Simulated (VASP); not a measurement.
# InSe (C2) in VASP: a series of runs, part 2 of 2

VASP 6.6.1.

## 3. Single point, PBE (atoms displaced along a vibrational mode, the cell strained)

File INCAR:

```
PREC     = Accurate       # precision mode
ENCUT    = 520            # plane-wave cutoff, eV
EDIFF    = 1E-7           # SCF threshold, eV
ISMEAR   = 0              # smearing method
SIGMA    = 0.05           # smearing width, eV
LREAL    = False          # projectors in reciprocal space
LASPH    = True           # aspherical terms in the spheres
NELM     = 80             # most SCF steps
ALGO     = Normal         # electronic algorithm
ISIF     = 2              # what is computed and relaxed
LWAVE    = False          # write WAVECAR
LCHARG   = True           # write CHGCAR
GGA      = PE             # functional
LELF     = True           # ELF
LVHAR    = True         
NBANDS   = 27             # bands
```

File KPOINTS:

```
Automatic mesh
0
Gamma
  8 8 6
```

File POSCAR:

```
InSe
1.0
    5.8392919807     -2.1105356280     -0.0132525201
    5.8392919807      2.1105356280     -0.0132525201
   -1.5847151896      0.0000000000      5.2053697564
In Se
2 2
Direct
    0.8758951401      0.8999067711      0.0533034054
    0.1000932289      0.1241048599      0.9466965946
    0.6837848324      0.6488736946      0.6952062322
    0.3511263054      0.3162151676      0.3047937678
```

Potentials or basis: VASP PAW PBE potentials, release 64 (In_d, Se).

On the command line:

```
$ cat potpaw_PBE.64/In_d/POTCAR potpaw_PBE.64/Se/POTCAR > POTCAR
$ mpirun -np 1 vasp_std > vasp.out
```

Wall time 16 min (1 thread of Intel Xeon 8259CL, shared host); peak memory 0.53 GiB.

The run converged. Its results:

* Free energy: -13.9946 eV
* Pressure: 0.0 GPa
* Largest force: 0.617 eV/Å
* Band gap on the k mesh: 0.93 eV (least direct gap 1.07 eV)

Forces on the atoms (eV/Å):
```
In   0.072 -0.548 -0.230
In  -0.072 -0.548  0.230
Se   0.197  0.548 -0.203
Se  -0.197  0.548  0.203
```

Stress tensor (GPa, compression positive):
```
-0.68  0.00 -0.89
 0.00  0.12  0.00
-0.89  0.00  0.48
```

Levels at points of the mesh, in eV from the valence-band top:
```
           k point  band 16  band 17  band 18  band 19  band 20  band 21  band 22  band 23
(0.00, 0.00, 0.00)    -2.13    -1.98    -1.31    -1.09     2.00     2.41     3.08     4.48
(0.50, 0.00, 0.00)    -2.28    -2.00    -1.76    -1.34     1.62     2.30     3.62     3.97
(0.50, 0.50, 0.00)    -2.44    -1.32    -1.03     0.00     1.22     2.25     3.48     3.61
(0.00, 0.00, 0.50)    -2.01    -1.49    -1.38    -0.63     0.93     1.70     3.11     3.95
(0.50, 0.00, 0.50)    -2.83    -2.12    -1.94    -1.26     2.16     3.09     3.47     4.42
(0.50, 0.50, 0.50)    -2.04    -1.42    -1.01    -0.42     1.74     2.55     3.41     4.81
```

Caveat: the cell differs from its parent crystal (atoms displaced along a vibrational mode, the cell strained); spin-orbit coupling is left out, which moves the levels of the heavy elements. A k mesh can miss the band edges.

## 4. Single point, PBE (atoms displaced along a vibrational mode)

File INCAR:

```
PREC = Accurate
ENCUT = 520
EDIFF = 1E-7
ISMEAR = 0
SIGMA = 0.05
LREAL = F
LASPH = T
NELM = 60
ALGO = Normal
ISIF = 2
LWAVE = F
LCHARG = F
GGA = PE
NBANDS = 27
```

KPOINTS is that of step 3.

File POSCAR:

```
InSe
1.0
    5.7418854575     -2.0623790766     -0.1306417848
    5.7418854575      2.0623790766     -0.1306417848
   -1.6623467844      0.0000000000      5.4603689881
In Se
2 2
Direct
    0.8798970786      0.8959048326      0.0533034054
    0.1040951674      0.1201029214      0.9466965946
    0.6779663094      0.6546922176      0.6952062322
    0.3453077824      0.3220336906      0.3047937678
```

Potentials or basis: VASP PAW PBE potentials, release 64 (In_d, Se).

On the command line:

```
$ cat potpaw_PBE.64/In_d/POTCAR potpaw_PBE.64/Se/POTCAR > POTCAR
$ mpirun -np 1 vasp_std > vasp.out
```

OUTCAR:

```text
PREC = Accurate
   ENCUT = 520
   EDIFF = 1E-7
   ISMEAR = 0
   LREAL = F
   LASPH = T
   NELM = 60
   ISIF = 2
   GGA = PE

 ion  position               nearest neighbor table
   1  0.880  0.896  0.053-   4 2.63   3 2.72   4 2.76   2 2.83   2 3.67   2 3.67
   2  0.104  0.120  0.947-   3 2.63   4 2.72   3 2.76   1 2.83   1 3.67   1 3.67
   3  0.678  0.655  0.695-   2 2.63   1 2.72   2 2.76
   4  0.345  0.322  0.305-   1 2.63   2 2.72   1 2.76

  LATTYP: Found a base centered monoclinic cell.
[... 920 lines left out ...]

  FORCE on cell =-STRESS in cart. coord.  units (eV):
  Direction    XX          YY          ZZ          XY          YZ          ZX
  --------------------------------------------------------------------------------------
  -------------------------------------------------------------------------------------
  Total        0.0719657      0.1682810      0.1331391      0.0000000      0.0000000     -0.0936435
  in kB        0.8978008      2.0993717      1.6609633      0.0000000      0.0000000     -1.1682392
  external PRESSURE =       1.5527119 kB  Pullay stress =       0.0000000 kB

 VOLUME and BASIS-vectors are now :
 -----------------------------------------------------------------------------
  energy-cutoff  :      520.00
  volume of cell :      128.43
      direct lattice vectors                 reciprocal lattice vectors
     5.741885457 -2.062379077 -0.130641785     0.087686792 -0.242438456  0.026695239
     5.741885457  2.062379077 -0.130641785     0.087686792  0.242438456  0.026695239
    -1.662346784  0.000000000  5.460368988     0.004195892  0.000000000  0.184415198

 POSITION                                       TOTAL-FORCE (eV/Angst)
 -----------------------------------------------------------------------------------
     10.10784      0.03301      0.05906         0.040853     -0.331626     -0.042646
     -0.28642      0.03301      5.14002        -0.040853     -0.331626      0.042646
      6.49630     -0.04800      3.62198         0.034177      0.331626     -0.046018
      3.32513     -0.04800      1.57710        -0.034177      0.331626      0.046018
 -----------------------------------------------------------------------------------
    total drift:                               -0.000000     -0.000083      0.000000

  FREE ENERGIE OF THE ION-ELECTRON SYSTEM (eV)
  ---------------------------------------------------
  free  energy   TOTEN  =       -14.0592450376 eV

  energy  without entropy=      -14.0592450376  energy(sigma->0) =      -14.05924504
```

It took 7.2 min on 1 thread of AMD EPYC 9R45 (Zen 5), shared host; peak memory 0.5 GiB.

Results:

| Property | Result |
| --- | --- |
| Free energy | -14.0592 eV |
| Pressure | 0.2 GPa |
| Largest force | 0.337 eV/Å |
| Band gap on the k mesh | 1.07 eV (least direct gap 1.22 eV) |

Forces on the atoms (eV/Å):
```
In   0.041 -0.332 -0.043
In  -0.041 -0.332  0.043
Se   0.034  0.332 -0.046
Se  -0.034  0.332  0.046
```

Caveat: the cell differs from its parent crystal (atoms displaced along a vibrational mode); spin-orbit coupling is left out, which moves the levels of the heavy elements. A k mesh can miss the band edges.

## 5. Summary

| cell | gap on the mesh (eV) | pressure (GPa) | largest force (eV/Å) |
| --- | --- | --- | --- |
| a = 6.209, b = 6.209, c = 5.441 Å, angles 106.0, 106.0, 39.7°, 4 atoms, atomic positions A | 0.91 | -0.3 | 0.26 |
| a = 6.209, b = 6.209, c = 5.441 Å, angles 106.0, 106.0, 39.7°, 4 atoms, atomic positions B | 0.93 | 0.0 | 0.62 |
| a = 6.102, b = 6.102, c = 5.708 Å, angles 107.1, 107.1, 39.5°, 4 atoms, atomic positions C | 1.07 | 0.2 | 0.34 |

Alike in all rows: task single point; level PBE; potentials or basis VASP PAW PBE potentials, release 64 (In_d, Se); no spin polarisation; k mesh 8 × 8 × 6; cutoff (eV) 520; smearing gaussian 0.05 eV.

Caveats: spin-orbit coupling is left out, which moves the levels of the heavy elements.

Absolute energies hang on the potentials; compare differences alone.
